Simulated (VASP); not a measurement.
Here is a VASP 6.6.1 calculation.

INCAR

```
SYSTEM = SiC
PREC = Accurate
ENCUT = 520
EDIFF = 1E-7
ISMEAR = 0
SIGMA = 0.01
LREAL = .FALSE.
LASPH = .TRUE.
NELM = 100
ALGO = Normal
ISIF = 2
LWAVE = .FALSE.
LCHARG = .FALSE.
NBANDS = 11
```

Contents of KPOINTS:

```
Automatic mesh
0
G
  10 10 10
  0 0 0
```

The input POSCAR:

```
SiC
1.0
    2.1437855615      2.1437855615      0.0000000000
   -2.1437855615      2.1437855615      0.0000000000
    0.0000000000      2.1437855615      2.1437855615
Si C
1 1
Direct
    0.0000000000      0.0000000000      0.0000000000
    0.7500000000      0.2500000000      0.5000000000
```

Potentials or basis: VASP PAW LDA potentials, release 64 (Si, C).

Command:

```bash
$ cat potpaw_LDA.64/Si/POTCAR potpaw_LDA.64/C/POTCAR > POTCAR
$ mpirun -np 1 vasp_std > vasp.out
```

(1) What does it give for the pressure?

(2) What does it give for the band gap on the k mesh?

Results:

(1) 7.4 GPa.

(2) 1.26 eV, indirect (least direct gap 4.55 eV).
